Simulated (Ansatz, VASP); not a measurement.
## EuH2O2 in VASP and in Ansatz

```
Eu O H
1.0
     9.08000    0.00000    0.00000
     0.00000   10.62000    0.00000
     0.00000    0.00000   14.51000
Eu O H
1 2 2
Cartesian
  4.5835 6.1242 7.1513
  4.5328 5.4035 9.1946
  4.5000 4.9001 10.0096
  4.5328 5.1158 5.2337
  4.5000 4.5000 4.5000
```

Alike in both runs: task single point; functional PBE; k mesh 1 × 1 × 1; occupations gaussian, width 0.01 eV; collinear spin.

|  | VASP | Ansatz |
| --- | --- | --- |
| version | VASP 6.6.1 | Ansatz 0.2.0 |
| potentials or method | VASP PAW PBE potentials, release 64 (Eu, O, H), cutoff 520 eV | scalar-relativistic, plane waves, PAW |
| valence electrons in the cell | 31 | 31 |

VASP gave:

* gap on the k mesh at the Fermi level (eV): 0.34
* rms of the force components (eV/Å): 0.388
* net moment per atom (μB): 1.40
* size of the moment on the site where the two differ most (μB): 6.61

Problem. Which values does Ansatz return?

Solution. gap on the k mesh at the Fermi level (eV): 0.37; rms of the force components (eV/Å): 0.325; net moment per atom (μB): 1.40; size of the moment on the site where the two differ most (μB): 6.47.

Site moments also hang on the region over which each program counts them. With one functional, cell and mesh, what is left measures potentials, basis and numerics.

Neither program's run includes spin-orbit coupling.
